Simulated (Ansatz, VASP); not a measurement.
# TiO2: VASP beside Ansatz

```
Ti O
1.0
     0.00000    2.35560    2.39683
     2.35560    0.00000    2.39683
     2.35560    2.35560    0.00000
Ti O
1 2
Direct
  0.00000 0.00000 0.00000
  0.25000 0.25000 0.25000
  0.75000 0.75000 0.75000
```

Change from the starting cell: biaxial_xy strain -1.7%.

Alike in both runs: task single point; functional r2SCAN; k mesh 10 × 10 × 10; no spin polarisation.

|  | VASP | Ansatz |
| --- | --- | --- |
| version | VASP 6.6.1 | Ansatz 0.2.0 |
| potentials or method | VASP PAW PBE potentials, release 64 (Ti_sv, O_h) | plane waves, PAW |
| plane-wave cutoff (eV) | 910 | 500 |
| occupations | gaussian, width 0.01 eV | fixed |
| valence electrons in the cell | 24 | 24 |

```csv
,VASP,Ansatz,Ansatz less VASP
gap on the k mesh at the Fermi level (eV),1.47,1.42,-0.044
```

VASP's potentials were made for PBE, not for r2SCAN.

Noted on VASP's run: the cutoff is short for stress, so the pressure is rough.
